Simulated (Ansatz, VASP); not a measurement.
CaO: VASP beside Ansatz

Contents of POSCAR:

```
CaO
1.0
    0.0000000000      2.6067317416      2.6588663764
    2.6067317416      0.0000000000      2.6588663764
    2.6067317416      2.6067317416      0.0000000000
Ca O
1 1
Direct
    0.0000000000      0.0000000000      0.0000000000
    0.2500000000      0.2500000000      0.2500000000
```

File INCAR.step1:

```
SYSTEM = CaO
PREC = Accurate
ENCUT = 520
ISMEAR = 0
SIGMA = 0.01
LREAL = .FALSE.
LASPH = .TRUE.
NELM = 100
NBANDS = 15
GGA = PE
ALGO = Normal
EDIFF = 1E-4
LWAVE = .TRUE.
LCHARG = .FALSE.
```

File INCAR.step2:

```
SYSTEM = CaO
PREC = Accurate
ENCUT = 520
EDIFF = 1E-7
ISMEAR = 0
SIGMA = 0.01
LREAL = .FALSE.
LASPH = .TRUE.
NELM = 100
ALGO = Normal
ISIF = 2
LWAVE = .FALSE.
LCHARG = .FALSE.
METAGGA = R2SCAN
LMIXTAU = .TRUE.
NBANDS = 15
ISTART = 1
```

File KPOINTS:

```
regular mesh
0
G
  8 8 8
  0 0 0
```

Input for Ansatz:

```yaml
crystal:
  lattice:
    - [0.0, 2.6067317416, 2.6588663764]
    - [2.6067317416, 0.0, 2.6588663764]
    - [2.6067317416, 2.6067317416, 0.0]
  atoms:
    - { symbol: Ca, position: [0.0, 0.0, 0.0] }
    - { symbol: O, position: [0.25, 0.25, 0.25] }
kpoints:
  mp_grid: { grid: [8, 8, 8] }
  band_path:
    path:
      - [0.0, 0.0, 0.0]
      - [-0.5, -0.5, 0.0]
      - [-0.375, -0.375, 0.25]
      - [-0.375, 0.0, 0.375]
      - [0.0, 0.0, 0.5]
      - [-0.5, -0.25, 0.25]
    npoints: 1
hamiltonian:
  xc: r2scan
scf:
  occupations: { method: fixed }
  n_extra_bands: 4
output:
  forces: true
  stress: true
  eigenvalues: true
```

Change from the starting cell: uniaxial_z strain +2.0%.

Alike in both runs: task single point; functional r2SCAN; k mesh 8 × 8 × 8; no spin polarisation.

```csv
,VASP,Ansatz
version,VASP 6.6.1,Ansatz 0.2.0
potentials or method,"VASP PAW PBE potentials, release 64 (Ca_sv, O)","plane waves, PAW"
plane-wave cutoff (eV),520,500
occupations,"gaussian, width 0.01 eV",fixed
valence electrons in the cell,16,16
```

Ansatz gave:

* gap on the k mesh at the Fermi level (eV): 3.67
* pressure (GPa): -1.6
* traceless stress, the component that is largest in VASP (GPa): -0.27

Problem. What did VASP give for the same quantities?

Solution. gap on the k mesh at the Fermi level (eV): 3.65; pressure (GPa): -0.8; traceless stress, the component that is largest in VASP (GPa): -0.24.

VASP's potentials were made for PBE, not for r2SCAN.
